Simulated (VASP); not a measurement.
# Ge (Fd-3m) in VASP: further runs

The runs below take Ge through single point, relaxation of cell and atoms, with PBEsol.

Everything below comes from runs of VASP 6.6.1. Logs are shortened: lines on timing, memory, paths and dates and some standing lists are left out, and cuts for length are marked.

## (1) The cell of the first run

It takes space group Fd-3m (No. 227, cubic). Conventional cell: a = 5.676 Å, b = 5.676 Å, c = 5.676 Å, α = 90.00°, β = 90.00°, γ = 90.00°. Ge (site symmetry -43m) has 4 Ge at 2.46 Å within 3.2 Å.

## (2) Single point, PBEsol

Contents of INCAR:

```
PREC = Accurate
ENCUT = 520
EDIFF = 1E-6
ISMEAR = -1
SIGMA = 0.05
LREAL = F
LASPH = T
NELM = 100
ALGO = Normal
ISIF = 2
LWAVE = F
LCHARG = F
GGA = PS
NBANDS = 21
```

Contents of KPOINTS:

```
Automatic mesh
0
Gamma
  10 10 10
```

Contents of POSCAR:

```
Ge
1.0
    0.0000000000      2.8379313358      2.8379313358
    2.8379313358      0.0000000000      2.8379313358
    2.8379313358      2.8379313358      0.0000000000
Ge
2
Direct
    0.5000000000      0.5000000000      0.5000000000
    0.7500000000      0.7500000000      0.7500000000
```

Potentials or basis: VASP PAW PBE potentials, release 64 (Ge_d).

Run with:

```bash
$ cat potpaw_PBE.64/Ge_d/POTCAR > POTCAR
$ mpirun -np 1 vasp_std > vasp.out
```

OUTCAR:

```text
PREC = Accurate
   ENCUT = 520
   EDIFF = 1E-6
   ISMEAR = -1
   LREAL = F
   LASPH = T
   NELM = 100
   ISIF = 2
   GGA = PS

 ion  position               nearest neighbor table
   1  0.500  0.500  0.500-   2 2.46   2 2.46   2 2.46   2 2.46
   2  0.750  0.750  0.750-   1 2.46   1 2.46   1 2.46   1 2.46

  LATTYP: Found a face centered cubic cell.
 ALAT       =     5.6758626716

  Lattice vectors:

 A1 = (   0.0000000000,   2.8379313358,   2.8379313358)
 A2 = (   2.8379313358,   0.0000000000,   2.8379313358)
 A3 = (   2.8379313358,   2.8379313358,   0.0000000000)

Analysis of symmetry for initial positions (statically):
=====================================================================
 Subroutine PRICEL returns:
 Original cell was already a primitive cell.

 Routine SETGRP: Setting up the symmetry group for a
 face centered cubic supercell.

 Subroutine GETGRP returns: Found 48 space group operations
 (whereof 24 operations were pure point group operations)
 out of a pool of 48 trial point group operations.

The static configuration has the point symmetry T_d .
 The point group associated with its full space group is O_h .

Analysis of symmetry for dynamics (positions and initial velocities):
=====================================================================
 Subroutine PRICEL returns:
 Original cell was already a primitive cell.

 Routine SETGRP: Setting up the symmetry group for a
 face centered cubic supercell.

 Subroutine GETGRP returns: Found 48 space group operations
 (whereof 24 operations were pure point group operations)
 out of a pool of 48 trial point group operations.

The dynamic configuration has the point symmetry T_d .
 The point group associated with its full space group is O_h .

 Subroutine INISYM returns: Found 48 space group operations
 (whereof 24 operations are pure point group operations),
 and found     1 'primitive' translations

----------------------------------------------------------------------------------------

                                     Primitive cell

  volume of cell :      45.7126

  direct lattice vectors                    reciprocal lattice vectors
     0.000000000  2.837931336  2.837931336    -0.176184671  0.176184671  0.176184671
     2.837931336  0.000000000  2.837931336     0.176184671 -0.176184671  0.176184671
     2.837931336  2.837931336  0.000000000     0.176184671  0.176184671 -0.176184671

  length of vectors
     4.013440984  4.013440984  4.013440984     0.305160802  0.305160802  0.305160802

  position of ions in fractional coordinates (direct lattice)
     0.500000000  0.500000000  0.500000000
     0.750000000  0.750000000  0.750000000

  ion indices of the primitive-cell ions
   primitive index   ion index
                 1           1
                 2           2

----------------------------------------------------------------------------------------

 KPOINTS: Automatic mesh

Automatic generation of k-mesh.
 Grid dimensions read from file:
 generate k-points for:   10   10   10

 Generating k-lattice:

  Cartesian coordinates                     Fractional coordinates (reciprocal lattice)
    -0.017618467  0.017618467  0.017618467     0.100000000  0.000000000  0.000000000
     0.017618467 -0.017618467  0.017618467     0.000000000  0.100000000  0.000000000
     0.017618467  0.017618467 -0.017618467     0.000000000  0.000000000  0.100000000

  Length of vectors
     0.030516080  0.030516080  0.030516080

  Shift w.r.t. Gamma in fractional coordinates (k-lattice)
     0.000000000  0.000000000  0.000000000

 Subroutine IBZKPT returns following result:
 ===========================================

 Found     47 irreducible k-points:

 Following reciprocal coordinates:
            Coordinates               Weight
  0.000000  0.000000  0.000000      1.000000
  0.100000  0.000000  0.000000      8.000000
  0.200000  0.000000  0.000000      8.000000
  0.300000  0.000000  0.000000      8.000000
  0.400000  0.000000  0.000000      8.000000
  0.500000  0.000000  0.000000      4.000000
[... 16 lines left out ...]
  0.300000  0.300000  0.000000      6.000000
  0.400000  0.300000  0.000000     24.000000
 [... further k-points ...]
   k-points           NKPTS =     47   k-points in BZ     NKDIM =     47   number of bands    NBANDS=     21
   number of dos      NEDOS =    301   number of ions     NIONS =      2
   total plane-waves  NPLWV =  27000
   dimension x,y,z NGX =    30 NGY =   30 NGZ =   30
   dimension x,y,z NGXF=    60 NGYF=   60 NGZF=   60
   ions per type =               2
   NGX,Y,Z   is equivalent  to a cutoff of  12.43, 12.43, 12.43 a.u.
   NGXF,Y,Z  is equivalent  to a cutoff of  24.85, 24.85, 24.85 a.u.
 SYSTEM =  unknown system
   PREC   = accura    normal or accurate (medium, high low for compatibility)
   ISTART =      0    job   : 0-new  1-cont  2-samecut
   ICHARG =      2    charge: 1-file 2-atom 10-const
   ISPIN  =      1    spin polarized calculation?
   LNONCOLLINEAR =      F non collinear calculations
   LSORBIT =      F    spin-orbit coupling
   LASPH  =      T    aspherical Exc in radial PAW
   ENCUT  =  520.0 eV  38.22 Ry    6.18 a.u.   7.46  7.46  7.46*2*pi/ulx,y,z
   NELM   =    100;   NELMIN=  2; NELMDL= -5     # of ELM steps
   EDIFF  = 0.1E-05   stopping-criterion for ELM
   LREAL  =      F    real-space projection
   EDIFFG = 0.1E-04   stopping-criterion for IOM
   NSW    =      0    number of steps for IOM
   IBRION =     -1    ionic relax: 0-MD 1-quasi-New 2-CG
   NFREE  =      0    steps in history (QN), initial steepest desc. (CG)
   ISIF   =      2    stress and relaxation
   ISYM   =      2    0-nonsym 1-usesym 2-fastsym
   POTIM  = 0.5000    time-step for ionic-motion
   TEBEG  =    0.0;   TEEND  =   0.0 temperature during run
   PSTRESS=    0.0 pullay stress
   NELECT =      28.0000    total number of electrons
   NUPDOWN=      -1.0000    fix difference up-down
   EMIN   =  10.00;   EMAX   =-10.00  energy-range for DOS
   EFERMI =   0.00;   METHOD = LEGACY
   ISMEAR =    -1;   SIGMA  =   0.05  broadening in eV -4-tet -1-fermi 0-gaus
   EFERMI_NEDOS =   21; number of points for ismear=-14 and -15
   IALGO  =     38    algorithm
   IMIX   =      4    mixing-type and parameters
     AMIX     =   0.40;   BMIX     =  1.00
     AMIX_MAG =   1.60;   BMIX_MAG =  1.00
  volume/ion in A,a.u.               =      22.86       154.24
  Fermi-wavevector in a.u.,A,eV,Ry     =   1.390323  2.627329 26.300025  1.932997
  Thomas-Fermi vector in A             =   2.514269
   LORBIT       =      0    0 simple, 1 ext, 2 COOP (PROOUT), +10 PAW based schemes
   GGA     = PS    functional components
   LHFCALC =     F    Hartree Fock is set to
   AEXX    =    0.0000 exact exchange contribution
   IVDW    =     0    specifies the selected vdW correction
   LEPSILON=     F    determine dielectric tensor
   LRPA    =     F    only Hartree local field effects (RPA)
 non-spin polarized calculation
  energy-cutoff  :      520.00
  volume of cell :       45.71
 maximum number of plane-waves:      1251
 NGX is ok and might be reduce to    30
   NGX = 15   NGY = 15   NGZ = 15

 number of electron      28.0000014 magnetization

 Free energy of the ion-electron system (eV)
  ---------------------------------------------------
  ext. energy  EPLUGINS =         0.00000000
  ---------------------------------------------------
  free energy    TOTEN  =        -9.87156535 eV

  energy without entropy =       -9.87090325  energy(sigma->0) =       -9.87123430

 E-fermi :   4.7732     XC(G=0): -10.0833

 val. band max:        4.7693499073   @ k =   0.0000   0.0000   0.0000
 cond. band min:       4.8629274379   @ k =   0.5000   0.0000   0.0000
 fundamental gap:      0.0935775306
 Fermi energy:         4.7731847341

 k-point     1 :       0.0000    0.0000    0.0000
  band No.  band energies     occupation
      1     -19.9792      2.00000
      2     -19.9792      2.00000
      3     -19.9792      2.00000
      4     -19.9433      2.00000
      5     -19.9433      2.00000
      6     -19.7363      2.00000
[... 13 lines left out ...]
     20      14.2236      0.00000
     21      14.2236      0.00000

 k-point     2 :       0.1000    0.0000    0.0000
  band No.  band energies     occupation
      1     -19.9848      2.00000
      2     -19.9848      2.00000
      3     -19.9775      2.00000
      4     -19.9356      2.00000
      5     -19.9356      2.00000
      6     -19.7451      2.00000
[... 13 lines left out ...]
     20      13.4845      0.00000
     21      13.4845      0.00000

 k-point     3 :       0.2000    0.0000    0.0000
  band No.  band energies     occupation
      1     -19.9935      2.00000
      2     -19.9935      2.00000
      3     -19.9733      2.00000
      4     -19.9216      2.00000
      5     -19.9216      2.00000
      6     -19.7569      2.00000
[... 13 lines left out ...]
     20      12.9732      0.00000
     21      12.9732      0.00000

 k-point     4 :       0.3000    0.0000    0.0000
  band No.  band energies     occupation
      1     -19.9995      2.00000
      2     -19.9995      2.00000
      3     -19.9679      2.00000
      4     -19.9102      2.00000
      5     -19.9102      2.00000
      6     -19.7655      2.00000
[... 13 lines left out ...]
     20      13.3437      0.00000
     21      13.3437      0.00000

 k-point     5 :       0.4000    0.0000    0.0000
  band No.  band energies     occupation
      1     -20.0024      2.00000
      2     -20.0024      2.00000
      3     -19.9634      2.00000
      4     -19.9039      2.00000
      5     -19.9039      2.00000
      6     -19.7695      2.00000
[... 13 lines left out ...]
     20      14.5678      0.00000
     21      14.5678      0.00000
[... 382 lines left out ...]
     20      13.9753      0.00000
     21      15.9822      0.00000

 k-point    22 :      -0.2000    0.2000    0.0000
  band No.  band energies     occupation
      1     -20.0081      2.00000
      2     -20.0078      2.00000
      3     -19.9525      2.00000
      4     -19.9115      2.00000
      5     -19.8887      2.00000
      6     -19.7898      2.00000
[... 13 lines left out ...]
     20      14.4602      0.00000
     21      15.0443      0.00000

 k-point    23 :       0.3000    0.3000    0.0000
  band No.  band energies     occupation
      1     -20.0021      2.00000
      2     -20.0021      2.00000
      3     -19.9796      2.00000
      4     -19.8963      2.00000
      5     -19.8554      2.00000
      6     -19.8442      2.00000
[... 13 lines left out ...]
     20      15.7480      0.00000
     21      15.7752      0.00000

 k-point    24 :       0.4000    0.3000    0.0000
  band No.  band energies     occupation
      1     -20.0122      2.00000
      2     -20.0066      2.00000
      3     -19.9633      2.00000
      4     -19.8814      2.00000
      5     -19.8615      2.00000
      6     -19.8385      2.00000
[... 13 lines left out ...]
     20      16.2398      0.00000
     21      16.4743      0.00000

 [... further k-points ...]
[... 5 lines left out ...]
  --------------------------------------------------------------------------------------
  -------------------------------------------------------------------------------------
  Total       -0.1123190     -0.1123190     -0.1123190      0.0000000      0.0000000     -0.0000000
  in kB       -3.9366611     -3.9366611     -3.9366611      0.0000000      0.0000000     -0.0000000
  external PRESSURE =      -3.9366611 kB  Pullay stress =       0.0000000 kB

 VOLUME and BASIS-vectors are now :
 -----------------------------------------------------------------------------
  energy-cutoff  :      520.00
  volume of cell :       45.71
      direct lattice vectors                 reciprocal lattice vectors
     0.000000000  2.837931336  2.837931336    -0.176184671  0.176184671  0.176184671
     2.837931336  0.000000000  2.837931336     0.176184671 -0.176184671  0.176184671
     2.837931336  2.837931336  0.000000000     0.176184671  0.176184671 -0.176184671

 POSITION                                       TOTAL-FORCE (eV/Angst)
 -----------------------------------------------------------------------------------
      2.83793      2.83793      2.83793        -0.000000      0.000000     -0.000000
      4.25690      4.25690      4.25690         0.000000     -0.000000      0.000000
 -----------------------------------------------------------------------------------
    total drift:                                0.000000     -0.000000     -0.000000

  FREE ENERGIE OF THE ION-ELECTRON SYSTEM (eV)
  ---------------------------------------------------
  free  energy   TOTEN  =        -9.8715653524 eV

  energy  without entropy=       -9.8709032537  energy(sigma->0) =       -9.87123430
```

Run time: 16 s. Hardware: 1 thread of Intel Xeon 6975P-C (Granite Rapids), shared host; peak memory 0.18 GiB.

What came out:

- Free energy: -9.8716 eV
- Pressure: -0.4 GPa
- Band gap on the k mesh: zero (filled and empty bands touch)

Caveat: the PAW data sets were made with another functional, which shifts forces and pressure a little.

## (3) Relaxation of cell and atoms, PBEsol

This run uses another cell than the first one, of 22.63 Å³/atom, 0.990 times its volume.

Contents of INCAR:

```
PREC = Accurate ; ENCUT = 600
EDIFF = 1E-7 ; ISMEAR = -1
SIGMA = 0.05 ; LREAL = False
LASPH = True ; NELM = 100
ALGO = Normal ; ISIF = 3
LWAVE = False ; LCHARG = False
GGA = PS ; IBRION = 2
NSW = 100 ; EDIFFG = -0.003
```

Contents of KPOINTS:

```
regular mesh
0
Gamma
  10 10 10
```

Contents of POSCAR:

```
Ge
1.0
    0.0000000000      2.8286750000      2.8286750000
    2.8286750000      0.0000000000      2.8286750000
    2.8286750000      2.8286750000      0.0000000000
Ge
2
Direct
    0.5000000000      0.5000000000      0.5000000000
    0.7500000000      0.7500000000      0.7500000000
```

Potentials or basis: VASP PAW PBE potentials, release 64 (Ge_d).

Run with:

```bash
$ cat potpaw_PBE.64/Ge_d/POTCAR > POTCAR
$ mpirun -np 1 vasp_std > vasp.out
```

Wall time 42 s (1 thread of Intel Xeon 6975P-C (Granite Rapids), shared host); peak memory 0.19 GiB.

Results (log left out):

* Free energy: -9.8717 eV
* Relaxed volume: 22.84 Å³/atom
* Relaxed cell: a = 4.012 Å, b = 4.012 Å, c = 4.012 Å, α = 60.00°, β = 60.00°, γ = 60.00°
* Space group after relaxing (to 0.05 Å): Fd-3m (No. 227)
* Energy gained by relaxing: 0.4 meV/atom
* Ionic steps: 5
* Pressure after relaxing: 0.0 GPa
* Band gap on the k mesh: zero (filled and empty bands touch)

Step by step:
```csv
step,energy change (eV),largest force (eV/Å),pressure (GPa),volume (Å³)
1,0.0000,0.0000,0.60,45.27
2,-0.0007,0.0000,-0.10,45.82
3,-0.0008,0.0000,-0.06,45.71
4,-0.0008,0.0000,0.03,45.66
5,-0.0008,0.0000,-0.01,45.68
```

Final structure:
```xyz
2
Lattice="0.0000 2.8372 2.8372 2.8372 0.0000 2.8372 2.8372 2.8372 0.0000" Properties=species:S:1:pos:R:3 pbc="T T T"
Ge    2.8372    2.8372    2.8372
Ge    4.2558    4.2558    4.2558
```

Levels at points of the mesh, in eV from the Fermi level:
```csv
k point,band 10,band 11,band 12,band 13,band 14,band 15,band 16,band 17,band 18
"(0.00, 0.00, 0.00)",-24.50,-12.73,-0.09,-0.01,-0.01,-0.01,2.52,2.52,2.52
"(0.50, 0.00, 0.00)",-24.47,-10.66,-7.59,-1.40,-1.40,0.09,3.70,3.70,6.96
"(0.50, 0.50, 0.00)",-24.46,-8.87,-8.87,-3.06,-3.06,0.67,0.67,9.41,9.41
```

Caveat: the PAW data sets were made with another functional, which shifts forces and pressure a little. Zero-point motion and thermal expansion aren't in these numbers.
